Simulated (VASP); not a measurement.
# CS2 (Cmce) in VASP: further runs

Runs on CS2. Level: PBE. Tasks: single point.

Everything below comes from runs of VASP 6.6.1. Logs are shortened: lines on timing, memory, paths and dates and some standing lists are left out, and cuts for length are marked.

### Step 1. The cell of the first run

Symmetry: Cmce, No. 64, orthorhombic system. The conventional cell has a = 7.000 Å, b = 5.749 Å, c = 9.851 Å, α = 90.00°, β = 90.00°, γ = 90.00°. Within 2.0 Å of S (site symmetry m) lie 1 C at 1.53 Å. C (site symmetry 2/m) has 2 S at 1.53 Å within 2.0 Å.

### Step 2. Single point, PBE

File INCAR:

```
SYSTEM = CS2
ALGO = Normal
EDIFF = 1E-6
ENCUT = 520
GGA = PE
ISIF = 2
ISMEAR = -1
LASPH = .True.
LCHARG = .True.
LELF = .True.
LREAL = .False.
LVHAR = .True.
LWAVE = .False.
NBANDS = 25
NELM = 80
PREC = Accurate
SIGMA = 0.05
```

File KPOINTS:

```
k-points
0
Gamma
  5 5 3
  0 0 0
```

File POSCAR:

```
CS2
1.0
    3.4999564800     -2.8745414400      0.0000000000
    3.4999564800      2.8745414400      0.0000000000
    0.0000000000      0.0000000000      9.8512570000
S C
4 2
Direct
    0.1815210000      0.8184790000      0.8868670000
    0.3184790000      0.6815210000      0.3868670000
    0.6815210000      0.3184790000      0.6131330000
    0.8184790000      0.1815210000      0.1131330000
    0.5000000000      0.5000000000      0.5000000000
    0.0000000000      0.0000000000      0.0000000000
```

Potentials or basis: VASP PAW PBE potentials, release 64 (S, C).

On the command line:

```bash
cat potpaw_PBE.64/S/POTCAR potpaw_PBE.64/C/POTCAR > POTCAR
mpirun -np 1 vasp_std > vasp.out
```

OUTCAR:

```text
SYSTEM = CS2
   EDIFF = 1E-6
   ENCUT = 520
   GGA = PE
   ISIF = 2
   ISMEAR = -1
   LASPH = .True.
   LREAL = .False.
   NELM = 80
   PREC = Accurate

 ion  position               nearest neighbor table
   1  0.182  0.818  0.887-   6 1.53
   2  0.318  0.682  0.387-   5 1.53
   3  0.682  0.318  0.613-   5 1.53
   4  0.818  0.182  0.113-   6 1.53
   5  0.500  0.500  0.500-   2 1.53   3 1.53
   6  0.000  0.000  0.000-   1 1.53   4 1.53

  LATTYP: Found a base centered orthorhombic cell.
 ALAT       =     5.7490828800
 B/A-ratio  =     1.2175703684
 C/A-ratio  =     1.7135353944

  Lattice vectors:

 A1 = (  -3.4999564800,  -2.8745414400,   0.0000000000)
 A2 = (   3.4999564800,  -2.8745414400,   0.0000000000)
 A3 = (   0.0000000000,   0.0000000000,   9.8512570000)

Analysis of symmetry for initial positions (statically):
=====================================================================
 Subroutine PRICEL returns:
 Original cell was already a primitive cell.

 Routine SETGRP: Setting up the symmetry group for a
 base centered orthorhombic supercell.

 Subroutine GETGRP returns: Found  8 space group operations
 (whereof  4 operations were pure point group operations)
 out of a pool of  8 trial point group operations.

The static configuration has the point symmetry C_2h.
 The point group associated with its full space group is D_2h.

Analysis of symmetry for dynamics (positions and initial velocities):
=====================================================================
 Subroutine PRICEL returns:
 Original cell was already a primitive cell.

 Routine SETGRP: Setting up the symmetry group for a
 base centered orthorhombic supercell.

 Subroutine GETGRP returns: Found  8 space group operations
 (whereof  4 operations were pure point group operations)
 out of a pool of  8 trial point group operations.

The dynamic configuration has the point symmetry C_2h.
 The point group associated with its full space group is D_2h.

 Subroutine INISYM returns: Found  8 space group operations
 (whereof  4 operations are pure point group operations),
 and found     1 'primitive' translations

----------------------------------------------------------------------------------------

                                     Primitive cell

  volume of cell :     198.2225

  direct lattice vectors                    reciprocal lattice vectors
     3.499956480 -2.874541440  0.000000000     0.142858919 -0.173940787  0.000000000
     3.499956480  2.874541440  0.000000000     0.142858919  0.173940787  0.000000000
     0.000000000  0.000000000  9.851257000     0.000000000  0.000000000  0.101509889

  length of vectors
     4.529093050  4.529093050  9.851257000     0.225086801  0.225086801  0.101509889

  position of ions in fractional coordinates (direct lattice)
     0.181521000  0.818479000  0.886867000
     0.318479000  0.681521000  0.386867000
     0.681521000  0.318479000  0.613133000
     0.818479000  0.181521000  0.113133000
     0.500000000  0.500000000  0.500000000
     0.000000000  0.000000000  0.000000000

  ion indices of the primitive-cell ions
   primitive index   ion index
                 1           1
                 2           2
                 3           3
                 4           4
                 5           5
                 6           6

----------------------------------------------------------------------------------------

 KPOINTS: k-points

Automatic generation of k-mesh.
 Grid dimensions read from file:
 generate k-points for:    5    5    3

 Generating k-lattice:

  Cartesian coordinates                     Fractional coordinates (reciprocal lattice)
     0.028571784 -0.034788157  0.000000000     0.200000000 -0.000000000  0.000000000
     0.028571784  0.034788157  0.000000000    -0.000000000  0.200000000  0.000000000
     0.000000000  0.000000000  0.033836630     0.000000000  0.000000000  0.333333333

  Length of vectors
     0.045017360  0.045017360  0.033836630

  Shift w.r.t. Gamma in fractional coordinates (k-lattice)
     0.000000000  0.000000000  0.000000000

 Subroutine IBZKPT returns following result:
 ===========================================

 Found     18 irreducible k-points:

 Following reciprocal coordinates:
            Coordinates               Weight
  0.000000  0.000000  0.000000      1.000000
  0.200000  0.000000  0.000000      4.000000
  0.400000  0.000000  0.000000      4.000000
  0.200000  0.200000  0.000000      2.000000
  0.400000  0.200000  0.000000      4.000000
 -0.400000  0.200000  0.000000      4.000000
[... 10 lines left out ...]
  0.400000  0.400000  0.333333      4.000000
 -0.400000  0.400000  0.333333      4.000000
   k-points           NKPTS =     18   k-points in BZ     NKDIM =     18   number of bands    NBANDS=     25
   number of dos      NEDOS =    301   number of ions     NIONS =      6
   total plane-waves  NPLWV = 103680
   dimension x,y,z NGX =    36 NGY =   36 NGZ =   80
   dimension x,y,z NGXF=    72 NGYF=   72 NGZF=  160
   ions per type =               4   2
   NGX,Y,Z   is equivalent  to a cutoff of  13.21, 13.21, 13.50 a.u.
   NGXF,Y,Z  is equivalent  to a cutoff of  26.43, 26.43, 27.00 a.u.
 SYSTEM =  CS2
   PREC   = accura    normal or accurate (medium, high low for compatibility)
   ISTART =      0    job   : 0-new  1-cont  2-samecut
   ICHARG =      2    charge: 1-file 2-atom 10-const
   ISPIN  =      1    spin polarized calculation?
   LNONCOLLINEAR =      F non collinear calculations
   LSORBIT =      F    spin-orbit coupling
   LASPH  =      T    aspherical Exc in radial PAW
   ENCUT  =  520.0 eV  38.22 Ry    6.18 a.u.   8.42  8.42 18.32*2*pi/ulx,y,z
   NELM   =     80;   NELMIN=  2; NELMDL= -5     # of ELM steps
   EDIFF  = 0.1E-05   stopping-criterion for ELM
   LREAL  =      F    real-space projection
   EDIFFG = 0.1E-04   stopping-criterion for IOM
   NSW    =      0    number of steps for IOM
   IBRION =     -1    ionic relax: 0-MD 1-quasi-New 2-CG
   NFREE  =      0    steps in history (QN), initial steepest desc. (CG)
   ISIF   =      2    stress and relaxation
   ISYM   =      2    0-nonsym 1-usesym 2-fastsym
   POTIM  = 0.5000    time-step for ionic-motion
   TEBEG  =    0.0;   TEEND  =   0.0 temperature during run
   PSTRESS=    0.0 pullay stress
   NELECT =      32.0000    total number of electrons
   NUPDOWN=      -1.0000    fix difference up-down
   EMIN   =  10.00;   EMAX   =-10.00  energy-range for DOS
   EFERMI =   0.00;   METHOD = LEGACY
   ISMEAR =    -1;   SIGMA  =   0.05  broadening in eV -4-tet -1-fermi 0-gaus
   EFERMI_NEDOS =   21; number of points for ismear=-14 and -15
   IALGO  =     38    algorithm
   IMIX   =      4    mixing-type and parameters
     AMIX     =   0.40;   BMIX     =  1.00
     AMIX_MAG =   1.60;   BMIX_MAG =  1.00
  volume/ion in A,a.u.               =      33.04       222.95
  Fermi-wavevector in a.u.,A,eV,Ry     =   0.891403  1.684507 10.811169  0.794598
  Thomas-Fermi vector in A             =   2.013218
   LORBIT       =      0    0 simple, 1 ext, 2 COOP (PROOUT), +10 PAW based schemes
   GGA     = PE    functional components
   LHFCALC =     F    Hartree Fock is set to
   AEXX    =    0.0000 exact exchange contribution
   IVDW    =     0    specifies the selected vdW correction
   LEPSILON=     F    determine dielectric tensor
   LRPA    =     F    only Hartree local field effects (RPA)
 non-spin polarized calculation
  energy-cutoff  :      520.00
  volume of cell :      198.22
 maximum number of plane-waves:      5362
 NGX is ok and might be reduce to    36
   NGX = 17   NGY = 17   NGZ = 37

 number of electron      32.0000007 magnetization

 Free energy of the ion-electron system (eV)
  ---------------------------------------------------
  ext. energy  EPLUGINS =         0.00000000
  ---------------------------------------------------
  free energy    TOTEN  =       -33.27222682 eV

  energy without entropy =      -33.27222682  energy(sigma->0) =      -33.27222682

 E-fermi :  -0.6794     XC(G=0):  -6.5062

 val. band max:       -1.7995329814   @ k =  -0.4000   0.4000   0.0000
 cond. band min:       1.7109529848   @ k =  -0.4000   0.4000   0.0000
 fundamental gap:      3.5104859663
 Fermi energy:        -0.6794457767

 k-point     1 :       0.0000    0.0000    0.0000
  band No.  band energies     occupation
      1     -16.8905      2.00000
      2     -16.8474      2.00000
      3     -14.6180      2.00000
      4     -14.5366      2.00000
      5      -8.0535      2.00000
      6      -7.7273      2.00000
[... 17 lines left out ...]
     24       6.1394      0.00000
     25       6.1397      0.00000

 k-point     2 :       0.2000    0.0000    0.0000
  band No.  band energies     occupation
      1     -16.8702      2.00000
      2     -16.8350      2.00000
      3     -14.6168      2.00000
      4     -14.5514      2.00000
      5      -8.0239      2.00000
      6      -7.7484      2.00000
[... 17 lines left out ...]
     24       5.9395      0.00000
     25       6.6347      0.00000

 k-point     3 :       0.4000    0.0000    0.0000
  band No.  band energies     occupation
      1     -16.8324      2.00000
      2     -16.8188      2.00000
      3     -14.6080      2.00000
      4     -14.5834      2.00000
      5      -7.9331      2.00000
      6      -7.8195      2.00000
[... 17 lines left out ...]
     24       5.6628      0.00000
     25       6.4667      0.00000

 k-point     4 :       0.2000    0.2000    0.0000
  band No.  band energies     occupation
      1     -16.8605      2.00000
      2     -16.8233      2.00000
      3     -14.6138      2.00000
      4     -14.5475      2.00000
      5      -8.0251      2.00000
      6      -7.7746      2.00000
[... 17 lines left out ...]
     24       6.2217      0.00000
     25       6.3479      0.00000

 k-point     5 :       0.4000    0.2000    0.0000
  band No.  band energies     occupation
      1     -16.8293      2.00000
      2     -16.8042      2.00000
      3     -14.6095      2.00000
      4     -14.5681      2.00000
      5      -7.9666      2.00000
      6      -7.8222      2.00000
[... 17 lines left out ...]
     24       6.1091      0.00000
     25       6.3715      0.00000

 k-point     6 :      -0.4000    0.2000    0.0000
  band No.  band energies     occupation
      1     -16.8136      2.00000
      2     -16.8105      2.00000
      3     -14.5979      2.00000
      4     -14.5965      2.00000
      5      -7.8930      2.00000
      6      -7.8617      2.00000
[... 17 lines left out ...]
     24       5.9782      0.00000
     25       6.4366      0.00000
[... 225 lines left out ...]
 k-point    15 :      -0.4000    0.2000    0.3333
  band No.  band energies     occupation
      1     -16.8128      2.00000
      2     -16.8112      2.00000
      3     -14.5976      2.00000
      4     -14.5969      2.00000
      5      -7.8818      2.00000
      6      -7.8659      2.00000
[... 17 lines left out ...]
     24       6.3393      0.00000
     25       6.5312      0.00000

 k-point    16 :      -0.2000    0.2000    0.3333
  band No.  band energies     occupation
      1     -16.8395      2.00000
      2     -16.8295      2.00000
      3     -14.6038      2.00000
      4     -14.5842      2.00000
      5      -7.9252      2.00000
      6      -7.8251      2.00000
[... 17 lines left out ...]
     24       6.2224      0.00000
     25       6.7954      0.00000

 k-point    17 :       0.4000    0.4000    0.3333
  band No.  band energies     occupation
      1     -16.8044      2.00000
      2     -16.7908      2.00000
      3     -14.5966      2.00000
      4     -14.5755      2.00000
      5      -7.9396      2.00000
      6      -7.8803      2.00000
[... 17 lines left out ...]
     24       5.9227      0.00000
     25       6.8848      0.00000

 k-point    18 :      -0.4000    0.4000    0.3333
  band No.  band energies     occupation
      1     -16.7992      2.00000
      2     -16.7899      2.00000
      3     -14.5981      2.00000
      4     -14.5847      2.00000
      5      -7.9097      2.00000
      6      -7.8812      2.00000
[... 17 lines left out ...]
     24       6.3342      0.00000
     25       6.6316      0.00000

------------------------ aborting loop because EDIFF is reached ----------------------------------------

  FORCE on cell =-STRESS in cart. coord.  units (eV):
  Direction    XX          YY          ZZ          XY          YZ          ZX
  --------------------------------------------------------------------------------------
  -------------------------------------------------------------------------------------
  Total        0.1420138      4.8860937      5.5307326      0.0000000      0.0000000      0.0000000
  in kB        1.1478579     39.4929441     44.7033820      0.0000000      0.0000000      0.0000000
  external PRESSURE =      28.4480613 kB  Pullay stress =       0.0000000 kB

 VOLUME and BASIS-vectors are now :
 -----------------------------------------------------------------------------
  energy-cutoff  :      520.00
  volume of cell :      198.22
      direct lattice vectors                 reciprocal lattice vectors
     3.499956480 -2.874541440  0.000000000     0.142858919 -0.173940787  0.000000000
     3.499956480  2.874541440  0.000000000     0.142858919  0.173940787  0.000000000
     0.000000000  0.000000000  9.851257000     0.000000000  0.000000000  0.101509889

 POSITION                                       TOTAL-FORCE (eV/Angst)
 -----------------------------------------------------------------------------------
      3.49996      1.83096      8.73675         0.000000     -1.131091     -1.210333
      3.49996      1.04358      3.81113         0.000000      1.131091     -1.210333
      3.49996     -1.04358      6.04013         0.000000     -1.131091      1.210333
      3.49996     -1.83096      1.11450         0.000000      1.131091      1.210333
      3.49996      0.00000      4.92563        -0.000000      0.000000      0.000000
      0.00000      0.00000      0.00000        -0.000000      0.000000      0.000000
 -----------------------------------------------------------------------------------
    total drift:                                0.000000     -0.000000     -0.000000

  FREE ENERGIE OF THE ION-ELECTRON SYSTEM (eV)
  ---------------------------------------------------
  free  energy   TOTEN  =       -33.2722268168 eV

  energy  without entropy=      -33.2722268167  energy(sigma->0) =      -33.27222682
```

Run time: 83 s. Hardware: 1 thread of Intel Xeon Platinum 8559C (Emerald Rapids), shared host; peak memory 0.32 GiB.

Results:

| Property | Result |
| --- | --- |
| Free energy | -33.2722 eV |
| Pressure | 2.8 GPa |
| Largest force | 1.657 eV/Å |
| Band gap on the k mesh | 3.51 eV |

Forces in eV/Å, atoms in the order of the input:
```
S    0.000 -1.131 -1.210
S    0.000  1.131 -1.210
S    0.000 -1.131  1.210
S    0.000  1.131  1.210
C    0.000  0.000  0.000
C    0.000  0.000  0.000
```

Levels at points of the mesh, in eV from the valence-band top:
```tsv
k point	band 13	band 14	band 15	band 16	band 17	band 18	band 19	band 20
(0.00, 0.00, 0.00)	-0.48	-0.40	-0.30	-0.14	3.60	3.69	3.94	4.18
```

Caveat: this functional lacks dispersion, which holds the molecules together, so the pressure and a relaxed volume are unreliable; forces of over 1 eV/Å act on the atoms, so gaps and moduli don't describe the material at rest. A k mesh can miss the band edges.

### Step 3. Single point, PBE

This run uses another cell than the first one, of 34.43 Å³/atom.

File INCAR:

```
PREC     = Accurate       # precision mode
ENCUT    = 520            # plane-wave cutoff, eV
EDIFF    = 1E-6           # SCF threshold, eV
ISMEAR   = -1             # smearing method
SIGMA    = 0.05           # smearing width, eV
LREAL    = F              # projectors in reciprocal space
LASPH    = T              # aspherical terms in the spheres
NELM     = 60             # most SCF steps
ALGO     = Normal         # electronic algorithm
ISIF     = 2              # what is computed and relaxed
LWAVE    = F              # write WAVECAR
LCHARG   = F              # write CHGCAR
GGA      = PE             # functional
NBANDS   = 25             # bands
```

File KPOINTS:

```
regular mesh
0
Gamma
  5 5 3
```

Changes to POSCAR since step 2:

```diff
@@ -2,4 +2,4 @@
 1.0
-    3.4999564800     -2.8745414400      0.0000000000
-    3.4999564800      2.8745414400      0.0000000000
+    3.5728722400     -2.9344277200      0.0000000000
+    3.5728722400      2.9344277200      0.0000000000
     0.0000000000      0.0000000000      9.8512570000
```

Potentials or basis: VASP PAW PBE potentials, release 64 (S, C).

On the command line:

```bash
cat potpaw_PBE.64/S/POTCAR potpaw_PBE.64/C/POTCAR > POTCAR
mpirun -np 1 vasp_std > vasp.out
```

Run time: 82 s. Hardware: 1 thread of Intel Xeon Platinum 8559C (Emerald Rapids), shared host; peak memory 0.32 GiB.

Results (log left out):

```yaml
Free_energy: -33.3517 eV
Pressure: 1.3 GPa
Largest_force: 0.802 eV/Å
Band_gap_on_the_k_mesh: 3.48 eV
```

Forces in eV/Å, atoms in the order of the input:
```
S    0.000 -0.553 -0.580
S    0.000  0.553 -0.580
S    0.000 -0.553  0.580
S    0.000  0.553  0.580
C    0.000  0.000  0.000
C    0.000  0.000  0.000
```

Stress tensor (GPa, compression positive):
```
0.05 0.00 0.00
0.00 1.89 0.00
0.00 0.00 2.06
```

Levels at points of the mesh, in eV from the valence-band top:
```
           k point  band 12  band 13  band 14  band 15  band 16  band 17  band 18  band 19  band 20  band 21
(0.00, 0.00, 0.00)    -2.80    -0.47    -0.37    -0.31    -0.16     3.55     3.64     3.87     4.10     5.36
```

Caveat: this functional lacks dispersion, which holds the molecules together, so the pressure and a relaxed volume are unreliable.
